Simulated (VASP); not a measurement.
Crystal: Pb.

```xyz
2
Lattice="3.4999 0.0000 0.0000 -1.7500 3.0310 0.0000 0.0000 0.0000 5.7166" Properties=species:S:1:pos:R:3 pbc="T T T"
Pb    0.0000    2.0207    4.2874
Pb    1.7500    1.0103    1.4291
```

This isn't the form of Pb at room conditions, which is fcc.

- Program: VASP 6.6.1
- Task: relaxation of cell and atoms
- Functional: PBE
- Potentials or basis: VASP PAW PBE potentials, release 64 (Pb_d)
- Cutoff: 500 eV
- k mesh: 6 × 6 × 4
- Occupations: gaussian, width 0.05 eV
- Spin: no spin polarisation

At the start: pressure 2.6 GPa; volume 30.32 Å³/atom.

Q: Where does the relaxation end?

A: Over 3 steps the energy falls by 13.7 meV/atom and the volume is 32.08 Å³/atom (+5.8 %); space group P6_3/mmc (No. 194, to 0.1 Å) before and after.

Step by step:
```
step  energy change (eV)  largest force (eV/Å)  pressure (GPa)  volume (Å³)
   1              0.0000                0.0000            2.62        60.64
   2             -0.0257                0.0000           -0.57        65.11
   3             -0.0274                0.0000            0.01        64.16
```

Final structure:
```xyz
2
Lattice="3.5659 0.0000 0.0000 -1.7829 3.0881 0.0000 0.0000 0.0000 5.8265" Properties=species:S:1:pos:R:3 pbc="T T T"
Pb    0.0000    2.0588    4.3699
Pb    1.7829    1.0294    1.4566
```
